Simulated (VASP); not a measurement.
# BaTiO3 (Pm-3m) in VASP: single point with PBE

Aim: the single point of BaTiO3 with PBE.

All numbers are computed with VASP 6.6.1; they aren't measurements. Logs are shortened: lines on timing, memory, paths and dates and some standing lists are left out, and cuts for length are marked.

### 1 The cell of the first run

The structure is cubic, space group Pm-3m (No. 221). The conventional cell has a = 4.006 Å, b = 4.006 Å, c = 4.006 Å, α = 90.00°, β = 90.00°, γ = 90.00°. Within 3.7 Å of Ba (site symmetry m-3m) lie 12 O at 2.83 Å and 8 Ti at 3.47 Å. Ti (site symmetry m-3m) has 6 O at 2.00 Å within 2.7 Å. Within 2.7 Å of O (site symmetry 4/mmm) lie 2 Ti at 2.00 Å.

### 2 Single point, PBE

INCAR reads:

```
ALGO = Normal
EDIFF = 1E-7
ENCUT = 520
GGA = PE
ISIF = 2
ISMEAR = 1
LASPH = True
LCHARG = False
LREAL = False
LWAVE = False
NBANDS = 28
NELM = 60
PREC = Accurate
SIGMA = 0.1
```

KPOINTS reads:

```
k-points
0
Gamma
  6 6 6
```

POSCAR reads:

```
BaTiO3
1.0
    4.0060000000      0.0000000000      0.0000000000
    0.0000000000      4.0060000000      0.0000000000
    0.0000000000      0.0000000000      4.0060000000
Ba Ti O
1 1 3
Direct
    0.5000000000      0.5000000000      0.5000000000
    0.0000000000      0.0000000000      0.0000000000
    0.5000000000      0.0000000000      0.0000000000
    0.0000000000      0.5000000000      0.0000000000
    0.0000000000      0.0000000000      0.5000000000
```

Potentials or basis: VASP PAW PBE potentials, release 64 (Ba_sv, Ti_sv, O).

Run with:

```console
$ cat potpaw_PBE.64/Ba_sv/POTCAR potpaw_PBE.64/Ti_sv/POTCAR potpaw_PBE.64/O/POTCAR > POTCAR
$ mpirun -np 1 vasp_std > vasp.out
```

OUTCAR:

```text
EDIFF = 1E-7
   ENCUT = 520
   GGA = PE
   ISIF = 2
   ISMEAR = 1
   LASPH = True
   LREAL = False
   NELM = 60
   PREC = Accurate

 ion  position               nearest neighbor table
   1  0.500  0.500  0.500-   3 2.83   4 2.83   5 2.83   3 2.83   4 2.83   3 2.83   5 2.83   3 2.83
                             4 2.83   5 2.83   4 2.83   5 2.83   2 3.47   2 3.47   2 3.47   2 3.47
   2  0.000  0.000  0.000-   3 2.00   4 2.00   5 2.00   5 2.00   4 2.00   3 2.00   1 3.47   1 3.47
                             1 3.47   1 3.47   1 3.47   1 3.47   1 3.47   1 3.47
   3  0.500  0.000  0.000-   2 2.00   2 2.00   1 2.83   1 2.83   1 2.83   1 2.83
   4  0.000  0.500  0.000-   2 2.00   2 2.00   1 2.83   1 2.83   1 2.83   1 2.83
   5  0.000  0.000  0.500-   2 2.00   2 2.00   1 2.83   1 2.83   1 2.83   1 2.83

  LATTYP: Found a simple cubic cell.
 ALAT       =     4.0060000000

  Lattice vectors:

 A1 = (   4.0060000000,   0.0000000000,   0.0000000000)
 A2 = (   0.0000000000,   4.0060000000,   0.0000000000)
 A3 = (   0.0000000000,   0.0000000000,   4.0060000000)

Analysis of symmetry for initial positions (statically):
=====================================================================
 Subroutine PRICEL returns:
 Original cell was already a primitive cell.

 Routine SETGRP: Setting up the symmetry group for a
 simple cubic supercell.

 Subroutine GETGRP returns: Found 48 space group operations
 (whereof 48 operations were pure point group operations)
 out of a pool of 48 trial point group operations.

The static configuration has the point symmetry O_h .

Analysis of symmetry for dynamics (positions and initial velocities):
=====================================================================
 Subroutine PRICEL returns:
 Original cell was already a primitive cell.

 Routine SETGRP: Setting up the symmetry group for a
 simple cubic supercell.

 Subroutine GETGRP returns: Found 48 space group operations
 (whereof 48 operations were pure point group operations)
 out of a pool of 48 trial point group operations.

The dynamic configuration has the point symmetry O_h .

 Subroutine INISYM returns: Found 48 space group operations
 (whereof 48 operations are pure point group operations),
 and found     1 'primitive' translations

----------------------------------------------------------------------------------------

                                     Primitive cell

  volume of cell :      64.2884

  direct lattice vectors                    reciprocal lattice vectors
     4.006000000  0.000000000  0.000000000     0.249625562  0.000000000  0.000000000
     0.000000000  4.006000000  0.000000000     0.000000000  0.249625562  0.000000000
     0.000000000  0.000000000  4.006000000     0.000000000  0.000000000  0.249625562

  length of vectors
     4.006000000  4.006000000  4.006000000     0.249625562  0.249625562  0.249625562

  position of ions in fractional coordinates (direct lattice)
     0.500000000  0.500000000  0.500000000
     0.000000000  0.000000000  0.000000000
     0.500000000  0.000000000  0.000000000
     0.000000000  0.500000000  0.000000000
     0.000000000  0.000000000  0.500000000

  ion indices of the primitive-cell ions
   primitive index   ion index
                 1           1
                 2           2
                 3           3
                 4           4
                 5           5

----------------------------------------------------------------------------------------

 KPOINTS: k-points

Automatic generation of k-mesh.
 Grid dimensions read from file:
 generate k-points for:    6    6    6

 Generating k-lattice:

  Cartesian coordinates                     Fractional coordinates (reciprocal lattice)
     0.041604260  0.000000000  0.000000000     0.166666667  0.000000000  0.000000000
     0.000000000  0.041604260  0.000000000     0.000000000  0.166666667  0.000000000
     0.000000000  0.000000000  0.041604260     0.000000000  0.000000000  0.166666667

  Length of vectors
     0.041604260  0.041604260  0.041604260

  Shift w.r.t. Gamma in fractional coordinates (k-lattice)
     0.000000000  0.000000000  0.000000000

 Subroutine IBZKPT returns following result:
 ===========================================

 Found     20 irreducible k-points:

 Following reciprocal coordinates:
            Coordinates               Weight
  0.000000  0.000000  0.000000      1.000000
  0.166667  0.000000  0.000000      6.000000
  0.333333  0.000000  0.000000      6.000000
  0.500000  0.000000  0.000000      3.000000
  0.166667  0.166667  0.000000     12.000000
  0.333333  0.166667  0.000000     24.000000
[... 12 lines left out ...]
  0.500000  0.500000  0.333333      6.000000
  0.500000  0.500000  0.500000      1.000000
   k-points           NKPTS =     20   k-points in BZ     NKDIM =     20   number of bands    NBANDS=     28
   number of dos      NEDOS =    301   number of ions     NIONS =      5
   total plane-waves  NPLWV =  27000
   dimension x,y,z NGX =    30 NGY =   30 NGZ =   30
   dimension x,y,z NGXF=    60 NGYF=   60 NGZF=   60
   ions per type =               1   1   3
   NGX,Y,Z   is equivalent  to a cutoff of  12.45, 12.45, 12.45 a.u.
   NGXF,Y,Z  is equivalent  to a cutoff of  24.90, 24.90, 24.90 a.u.
 SYSTEM =  unknown system
   PREC   = accura    normal or accurate (medium, high low for compatibility)
   ISTART =      0    job   : 0-new  1-cont  2-samecut
   ICHARG =      2    charge: 1-file 2-atom 10-const
   ISPIN  =      1    spin polarized calculation?
   LNONCOLLINEAR =      F non collinear calculations
   LSORBIT =      F    spin-orbit coupling
   LASPH  =      T    aspherical Exc in radial PAW
   ENCUT  =  520.0 eV  38.22 Ry    6.18 a.u.   7.45  7.45  7.45*2*pi/ulx,y,z
   NELM   =     60;   NELMIN=  2; NELMDL= -5     # of ELM steps
   EDIFF  = 0.1E-06   stopping-criterion for ELM
   LREAL  =      F    real-space projection
   EDIFFG = 0.1E-05   stopping-criterion for IOM
   NSW    =      0    number of steps for IOM
   IBRION =     -1    ionic relax: 0-MD 1-quasi-New 2-CG
   NFREE  =      0    steps in history (QN), initial steepest desc. (CG)
   ISIF   =      2    stress and relaxation
   ISYM   =      2    0-nonsym 1-usesym 2-fastsym
   POTIM  = 0.5000    time-step for ionic-motion
   TEBEG  =    0.0;   TEEND  =   0.0 temperature during run
   PSTRESS=    0.0 pullay stress
   NELECT =      40.0000    total number of electrons
   NUPDOWN=      -1.0000    fix difference up-down
   EMIN   =  10.00;   EMAX   =-10.00  energy-range for DOS
   EFERMI =   0.00;   METHOD = LEGACY
   ISMEAR =     1;   SIGMA  =   0.10  broadening in eV -4-tet -1-fermi 0-gaus
   EFERMI_NEDOS =   21; number of points for ismear=-14 and -15
   IALGO  =     38    algorithm
   IMIX   =      4    mixing-type and parameters
     AMIX     =   0.40;   BMIX     =  1.00
     AMIX_MAG =   1.60;   BMIX_MAG =  1.00
  volume/ion in A,a.u.               =      12.86        86.77
  Fermi-wavevector in a.u.,A,eV,Ry     =   1.397603  2.641087 26.576187  1.953295
  Thomas-Fermi vector in A             =   2.520843
   LORBIT       =      0    0 simple, 1 ext, 2 COOP (PROOUT), +10 PAW based schemes
   GGA     = PE    functional components
   LHFCALC =     F    Hartree Fock is set to
   AEXX    =    0.0000 exact exchange contribution
   IVDW    =     0    specifies the selected vdW correction
   LEPSILON=     F    determine dielectric tensor
   LRPA    =     F    only Hartree local field effects (RPA)
 non-spin polarized calculation
 Methfessel and Paxton  Order N= 1 SIGMA  =   0.10
  energy-cutoff  :      520.00
  volume of cell :       64.29
 maximum number of plane-waves:      1755
 NGX is ok and might be reduce to    30
   NGX = 15   NGY = 15   NGZ = 15

 number of electron      39.9999976 magnetization

 Free energy of the ion-electron system (eV)
  ---------------------------------------------------
  ext. energy  EPLUGINS =         0.00000000
  ---------------------------------------------------
  free energy    TOTEN  =       -39.96982708 eV

  energy without entropy =      -39.97042027  energy(sigma->0) =      -39.97002481

 E-fermi :   3.8715     XC(G=0): -11.2464

 val. band max:        3.8140623855   @ k =   0.5000   0.5000   0.5000
 cond. band min:       5.5527096136   @ k =   0.0000   0.0000   0.0000
 fundamental gap:      1.7386472281
 Fermi energy:         3.8715430672

 k-point     1 :       0.0000    0.0000    0.0000
  band No.  band energies     occupation
      1     -52.8363      2.00000
      2     -29.0458      2.00000
      3     -29.0458      2.00000
      4     -29.0458      2.00000
      5     -21.0057      2.00000
      6     -13.0732      2.00000
[... 20 lines left out ...]
     27       8.8613      0.00000
     28      11.1682      0.00000

 k-point     2 :       0.1667    0.0000    0.0000
  band No.  band energies     occupation
      1     -52.8361      2.00000
      2     -29.0587      2.00000
      3     -29.0453      2.00000
      4     -29.0453      2.00000
      5     -20.9768      2.00000
      6     -13.0932      2.00000
[... 20 lines left out ...]
     27       9.3949      0.00000
     28      11.8228      0.00000

 k-point     3 :       0.3333    0.0000    0.0000
  band No.  band energies     occupation
      1     -52.8356      2.00000
      2     -29.0845      2.00000
      3     -29.0443      2.00000
      4     -29.0443      2.00000
      5     -20.9178      2.00000
      6     -13.2144      2.00000
[... 20 lines left out ...]
     27      10.6352      0.00000
     28      12.0870      0.00000

 k-point     4 :       0.5000    0.0000    0.0000
  band No.  band energies     occupation
      1     -52.8353      2.00000
      2     -29.0973      2.00000
      3     -29.0438      2.00000
      4     -29.0438      2.00000
      5     -20.8877      2.00000
      6     -13.2964      2.00000
[... 454 lines left out ...]
     27      11.4940      0.00000
     28      11.5396      0.00000

 k-point    19 :       0.5000    0.5000    0.3333
  band No.  band energies     occupation
      1     -52.8336      2.00000
      2     -29.0922      2.00000
      3     -29.0922      2.00000
      4     -29.0792      2.00000
      5     -20.7627      2.00000
      6     -12.3103      2.00000
[... 20 lines left out ...]
     27      11.1769      0.00000
     28      11.4546      0.00000

 k-point    20 :       0.5000    0.5000    0.5000
  band No.  band energies     occupation
      1     -52.8333      2.00000
      2     -29.0916      2.00000
      3     -29.0916      2.00000
      4     -29.0916      2.00000
      5     -20.7462      2.00000
      6     -12.1647      2.00000
[... 20 lines left out ...]
     27      11.4548      0.00000
     28      11.4548      0.00000

------------------------ aborting loop because EDIFF is reached ----------------------------------------

  FORCE on cell =-STRESS in cart. coord.  units (eV):
  Direction    XX          YY          ZZ          XY          YZ          ZX
  --------------------------------------------------------------------------------------
  -------------------------------------------------------------------------------------
  Total        1.3740918      1.3740918      1.3740918      0.0000000     -0.0000000      0.0000000
  in kB       34.2447090     34.2447090     34.2447090      0.0000000     -0.0000000      0.0000000
  external PRESSURE =      34.2447090 kB  Pullay stress =       0.0000000 kB

 VOLUME and BASIS-vectors are now :
 -----------------------------------------------------------------------------
  energy-cutoff  :      520.00
  volume of cell :       64.29
      direct lattice vectors                 reciprocal lattice vectors
     4.006000000  0.000000000  0.000000000     0.249625562  0.000000000  0.000000000
     0.000000000  4.006000000  0.000000000     0.000000000  0.249625562  0.000000000
     0.000000000  0.000000000  4.006000000     0.000000000  0.000000000  0.249625562

 POSITION                                       TOTAL-FORCE (eV/Angst)
 -----------------------------------------------------------------------------------
      2.00300      2.00300      2.00300         0.000000      0.000000      0.000000
      0.00000      0.00000      0.00000         0.000000      0.000000      0.000000
      2.00300      0.00000      0.00000         0.000000      0.000000      0.000000
      0.00000      2.00300      0.00000         0.000000      0.000000      0.000000
      0.00000      0.00000      2.00300         0.000000      0.000000      0.000000
 -----------------------------------------------------------------------------------
    total drift:                                0.000000     -0.000000      0.000000

  FREE ENERGIE OF THE ION-ELECTRON SYSTEM (eV)
  ---------------------------------------------------
  free  energy   TOTEN  =       -39.9698270757 eV

  energy  without entropy=      -39.9704202746  energy(sigma->0) =      -39.97002481
```

Wall time 22 s (1 thread of Intel Xeon 6975P-C (Granite Rapids), shared host); peak memory 0.19 GiB.

Results:

```
Free energy            : -39.9698 eV
Pressure               : 3.4 GPa
Band gap on the k mesh : 1.74 eV, indirect (least direct gap 1.89 eV)
```

Caveat: spin-orbit coupling is left out, which moves the levels of the heavy elements. A k mesh can miss the band edges.
